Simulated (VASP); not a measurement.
# MgO (I4/mmm) in VASP: notebook, part 2 of 2

VASP 6.6.1.

## Step 3: Single point, r2SCAN (strain +0.0750 x Voigt [1, 0, 0, 0, 0, 0])

POSCAR reads:

```
MgO
1.0
    0.0000000000      2.1351500000      2.1351500000
    2.2952862500      0.0000000000      2.1351500000
    2.2952862500      2.1351500000      0.0000000000
Mg O
1 1
Direct
    0.0000000000      0.0000000000      0.0000000000
    0.5000000000      0.5000000000      0.5000000000
```

INCAR.step1 reads:

```
PREC     = Accurate       # precision mode
ENCUT    = 660            # plane-wave cutoff, eV
ISMEAR   = 0              # smearing method
SIGMA    = 0.05           # smearing width, eV
LREAL    = False          # projectors in reciprocal space
LASPH    = True           # aspherical terms in the spheres
NELM     = 120            # most SCF steps
NBANDS   = 15             # bands
GGA      = PE             # functional
ALGO     = Normal         # electronic algorithm
EDIFF    = 1E-5           # SCF threshold, eV
LWAVE    = True           # write WAVECAR
LCHARG   = False          # write CHGCAR
GGA_COMPAT= False
```

INCAR.step2 reads:

```
PREC     = Accurate       # precision mode
ENCUT    = 660            # plane-wave cutoff, eV
EDIFF    = 1E-6           # SCF threshold, eV
ISMEAR   = 0              # smearing method
SIGMA    = 0.05           # smearing width, eV
LREAL    = False          # projectors in reciprocal space
LASPH    = True           # aspherical terms in the spheres
NELM     = 120            # most SCF steps
ALGO     = Normal         # electronic algorithm
ISIF     = 2              # what is computed and relaxed
LWAVE    = False          # write WAVECAR
LCHARG   = False          # write CHGCAR
METAGGA  = R2SCAN         # meta-GGA
LMIXTAU  = True         
NBANDS   = 15             # bands
ISTART   = 1            
GGA_COMPAT= False
```

KPOINTS reads:

```
Automatic mesh
0
Gamma
  10 10 10
```

Potentials or basis: VASP PAW PBE potentials, release 64 (Mg_sv, O).

Command:

```console
$ cat potpaw_PBE.64/Mg_sv/POTCAR potpaw_PBE.64/O/POTCAR > POTCAR
$ cp INCAR.step1 INCAR
$ mpirun -np 1 vasp_std > vasp.out
$ cp INCAR.step2 INCAR
$ mpirun -np 1 vasp_std > vasp.out
```

OUTCAR:

```text
PREC = Accurate
   ENCUT = 660
   EDIFF = 1E-6
   ISMEAR = 0
   LREAL = False
   LASPH = True
   NELM = 120
   ISIF = 2
   METAGGA = R2SCAN
   ISTART = 1

 ion  position               nearest neighbor table
   1  0.000  0.000  0.000-
   2  0.500  0.500  0.500-

  LATTYP: Found a body centered tetragonal cell.
 ALAT       =     3.0195580877
 C/A-ratio  =     1.5202795796

  Lattice vectors:

 A1 = (   2.2952862500,   0.0000000000,   2.1351500000)
 A2 = (   2.2952862500,   0.0000000000,  -2.1351500000)
 A3 = (  -2.2952862500,   2.1351500000,   0.0000000000)

Analysis of symmetry for initial positions (statically):
=====================================================================
 Subroutine PRICEL returns:
 Original cell was already a primitive cell.

 Routine SETGRP: Setting up the symmetry group for a
 body centered tetragonal supercell.

 Subroutine GETGRP returns: Found 16 space group operations
 (whereof 16 operations were pure point group operations)
 out of a pool of 16 trial point group operations.

The static configuration has the point symmetry D_4h.

Analysis of symmetry for dynamics (positions and initial velocities):
=====================================================================
 Subroutine PRICEL returns:
 Original cell was already a primitive cell.

 Routine SETGRP: Setting up the symmetry group for a
 body centered tetragonal supercell.

 Subroutine GETGRP returns: Found 16 space group operations
 (whereof 16 operations were pure point group operations)
 out of a pool of 16 trial point group operations.

The dynamic configuration has the point symmetry D_4h.

 Subroutine INISYM returns: Found 16 space group operations
 (whereof 16 operations are pure point group operations),
 and found     1 'primitive' translations

----------------------------------------------------------------------------------------

                                     Primitive cell

  volume of cell :      20.9278

  direct lattice vectors                    reciprocal lattice vectors
     0.000000000  2.135150000  2.135150000    -0.217837753  0.234175585  0.234175585
     2.295286250  0.000000000  2.135150000     0.217837753 -0.234175585  0.234175585
     2.295286250  2.135150000  0.000000000     0.217837753  0.234175585 -0.234175585

  length of vectors
     3.019558088  3.134837235  3.134837235     0.396395883  0.396395883  0.396395883

  position of ions in fractional coordinates (direct lattice)
     0.000000000  0.000000000  0.000000000
     0.500000000  0.500000000  0.500000000

  ion indices of the primitive-cell ions
   primitive index   ion index
                 1           1
                 2           2

----------------------------------------------------------------------------------------

 KPOINTS: Automatic mesh

Automatic generation of k-mesh.
 Grid dimensions read from file:
 generate k-points for:   10   10   10

 Generating k-lattice:

  Cartesian coordinates                     Fractional coordinates (reciprocal lattice)
    -0.021783775  0.023417558  0.023417558     0.100000000  0.000000000  0.000000000
     0.021783775 -0.023417558  0.023417558     0.000000000  0.100000000  0.000000000
     0.021783775  0.023417558 -0.023417558     0.000000000  0.000000000  0.100000000

  Length of vectors
     0.039639588  0.039639588  0.039639588

  Shift w.r.t. Gamma in fractional coordinates (k-lattice)
     0.000000000  0.000000000  0.000000000

 Subroutine IBZKPT returns following result:
 ===========================================

 Found    102 irreducible k-points:

 Following reciprocal coordinates:
            Coordinates               Weight
  0.000000  0.000000  0.000000      1.000000
  0.100000 -0.000000 -0.000000      8.000000
  0.200000 -0.000000 -0.000000      8.000000
  0.300000 -0.000000 -0.000000      8.000000
  0.400000 -0.000000 -0.000000      8.000000
  0.500000 -0.000000 -0.000000      4.000000
[... 16 lines left out ...]
  0.300000  0.300000  0.000000      4.000000
  0.400000  0.300000 -0.000000     16.000000
 [... further k-points ...]
   k-points           NKPTS =    102   k-points in BZ     NKDIM =    102   number of bands    NBANDS=     15
   number of dos      NEDOS =    301   number of ions     NIONS =      2
   total plane-waves  NPLWV =  21952
   dimension x,y,z NGX =    28 NGY =   28 NGZ =   28
   dimension x,y,z NGXF=    56 NGYF=   56 NGZF=   56
   ions per type =               1   1
   NGX,Y,Z   is equivalent  to a cutoff of  15.42, 14.85, 14.85 a.u.
   NGXF,Y,Z  is equivalent  to a cutoff of  30.83, 29.70, 29.70 a.u.
 SYSTEM =  unknown system
   PREC   = accura    normal or accurate (medium, high low for compatibility)
   ISTART =      1    job   : 0-new  1-cont  2-samecut
   ICHARG =      0    charge: 1-file 2-atom 10-const
   ISPIN  =      1    spin polarized calculation?
   LNONCOLLINEAR =      F non collinear calculations
   LSORBIT =      F    spin-orbit coupling
   LASPH  =      T    aspherical Exc in radial PAW
   ENCUT  =  660.0 eV  48.51 Ry    6.96 a.u.   6.33  6.57  6.57*2*pi/ulx,y,z
   NELM   =    120;   NELMIN=  2; NELMDL=  0     # of ELM steps
   EDIFF  = 0.1E-05   stopping-criterion for ELM
   LREAL  =      F    real-space projection
   EDIFFG = 0.1E-04   stopping-criterion for IOM
   NSW    =      0    number of steps for IOM
   IBRION =     -1    ionic relax: 0-MD 1-quasi-New 2-CG
   NFREE  =      0    steps in history (QN), initial steepest desc. (CG)
   ISIF   =      2    stress and relaxation
   ISYM   =      2    0-nonsym 1-usesym 2-fastsym
   POTIM  = 0.5000    time-step for ionic-motion
   TEBEG  =    0.0;   TEEND  =   0.0 temperature during run
   PSTRESS=    0.0 pullay stress
   NELECT =      16.0000    total number of electrons
   NUPDOWN=      -1.0000    fix difference up-down
   EMIN   =  10.00;   EMAX   =-10.00  energy-range for DOS
   EFERMI =   0.00;   METHOD = LEGACY
   ISMEAR =     0;   SIGMA  =   0.05  broadening in eV -4-tet -1-fermi 0-gaus
   EFERMI_NEDOS =   21; number of points for ismear=-14 and -15
   IALGO  =     38    algorithm
   IMIX   =      4    mixing-type and parameters
     AMIX     =   0.40;   BMIX     =  1.00
     AMIX_MAG =   1.60;   BMIX_MAG =  1.00
  volume/ion in A,a.u.               =      10.46        70.61
  Fermi-wavevector in a.u.,A,eV,Ry     =   1.496949  2.828823 30.488693  2.240856
  Thomas-Fermi vector in A             =   2.608900
   LORBIT       =      0    0 simple, 1 ext, 2 COOP (PROOUT), +10 PAW based schemes
   METAGGA = R2SCAN    functional components
   LHFCALC =     F    Hartree Fock is set to
   AEXX    =    0.0000 exact exchange contribution
   IVDW    =     0    specifies the selected vdW correction
   LEPSILON=     F    determine dielectric tensor
   LRPA    =     F    only Hartree local field effects (RPA)
 non-spin polarized calculation
 Gauss-broadening in eV      SIGMA  =   0.05
  energy-cutoff  :      660.00
  volume of cell :       20.93
 maximum number of plane-waves:       823
 NGX is ok and might be reduce to    28
   NGX = 13   NGY = 13   NGZ = 13

 number of electron      16.0000011 magnetization

 Free energy of the ion-electron system (eV)
  ---------------------------------------------------
  ext. energy  EPLUGINS =         0.00000000
  ---------------------------------------------------
  free energy    TOTEN  =       -16.03836871 eV

  energy without entropy =      -16.03836871  energy(sigma->0) =      -16.03836871

 E-fermi :   2.0360     XC(G=0): -11.4150

 val. band max:        1.8461248595   @ k =   0.0000   0.0000   0.0000
 cond. band min:       6.3289341929   @ k =   0.0000   0.0000   0.0000
 fundamental gap:      4.4828093334
 Fermi energy:         2.0359730838

 k-point     1 :       0.0000    0.0000    0.0000
  band No.  band energies     occupation
      1     -73.6330      2.00000
      2     -38.7678      2.00000
      3     -38.7161      2.00000
      4     -38.7161      2.00000
      5     -15.9068      2.00000
      6       1.7010      2.00000
      7       1.7010      2.00000
      8       1.8461      2.00000
      9       6.3289      0.00000
     10      17.5215      0.00000
     11      18.2390      0.00000
     12      18.2390      0.00000
     13      21.7930      0.00000
     14      22.4055      0.00000
     15      24.0132      0.00000
[... 397 lines left out ...]
 k-point    24 :       0.4000    0.3000   -0.0000
  band No.  band energies     occupation
      1     -73.6276      2.00000
      2     -38.7806      2.00000
      3     -38.7545      2.00000
      4     -38.7354      2.00000
      5     -14.8930      2.00000
      6      -1.4418      2.00000
      7       0.4426      2.00000
      8       0.8400      2.00000
      9      11.2537      0.00000
     10      12.3720      0.00000
     11      15.7640      0.00000
     12      19.1732      0.00000
     13      20.1964      0.00000
     14      26.2304      0.00000
     15      28.4195      0.00000

 [... further k-points ...]
[... 5 lines left out ...]
  --------------------------------------------------------------------------------------
  -------------------------------------------------------------------------------------
  Total       -2.4705220     -1.6643029     -1.6643029      0.0000000      0.0000000      0.0000000
  in kB     -189.1366408   -127.4146390   -127.4146390      0.0000000      0.0000000      0.0000000
  external PRESSURE =    -147.9886396 kB  Pullay stress =       0.0000000 kB

 VOLUME and BASIS-vectors are now :
 -----------------------------------------------------------------------------
  energy-cutoff  :      660.00
  volume of cell :       20.93
      direct lattice vectors                 reciprocal lattice vectors
     0.000000000  2.135150000  2.135150000    -0.217837753  0.234175585  0.234175585
     2.295286250  0.000000000  2.135150000     0.217837753 -0.234175585  0.234175585
     2.295286250  2.135150000  0.000000000     0.217837753  0.234175585 -0.234175585

 POSITION                                       TOTAL-FORCE (eV/Angst)
 -----------------------------------------------------------------------------------
      0.00000      0.00000      0.00000         0.000000     -0.000000      0.000000
      2.29529      2.13515      2.13515        -0.000000      0.000000     -0.000000
 -----------------------------------------------------------------------------------
    total drift:                                0.000000      0.000000      0.000000

  FREE ENERGIE OF THE ION-ELECTRON SYSTEM (eV)
  ---------------------------------------------------
  free  energy   TOTEN  =       -16.0383687079 eV

  energy  without entropy=      -16.0383687079  energy(sigma->0) =      -16.03836871
```

Run time: 4.1 min. Hardware: 1 thread of AMD EPYC 9R45 (Zen 5), shared host; peak memory 0.15 GiB.

Results:

```yaml
Free_energy: -16.0384 eV
Pressure: -14.8 GPa
Band_gap_on_the_k_mesh: 4.48 eV, direct
```

Caveat: the cell differs from its parent crystal (strain +0.0750 x Voigt [1, 0, 0, 0, 0, 0]); the PAW data sets were made with another functional, which shifts forces and pressure a little.
